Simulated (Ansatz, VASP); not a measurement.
**MoH3: VASP beside Ansatz**

```
H Mo
1.0
     1.50073   -3.11984    0.00000
     1.50073    3.11984    0.00000
     0.00000    0.00000    2.77854
H Mo
3 1
Cartesian
  1.5007 1.1853 0.0000
  1.5007 -1.1853 0.0000
  1.5007 0.0000 1.3893
  0.0000 0.0000 0.0000
```

Alike in both runs: functional PBE; k mesh 14 × 14 × 12; occupations gaussian, width 0.1 eV; no spin polarisation.

Ansatz relaxed the structure, and its values are those at the end. VASP's run is a single point on that final structure, the one shown.

```csv
,VASP,Ansatz
version,VASP 6.6.1,Ansatz 0.2.0
potentials or method,"VASP PAW PBE potentials, release 64 (H, Mo_sv), cutoff 520 eV","scalar-relativistic, plane waves, PAW"
valence electrons in the cell,17,17
```

```csv
,VASP,Ansatz,Ansatz less VASP
gap on the k mesh at the Fermi level (eV),none,none,-
pressure (GPa),0.0,0.0,-0.03
```

A gap of «none» marks a metal or a gap that the smearing closes.
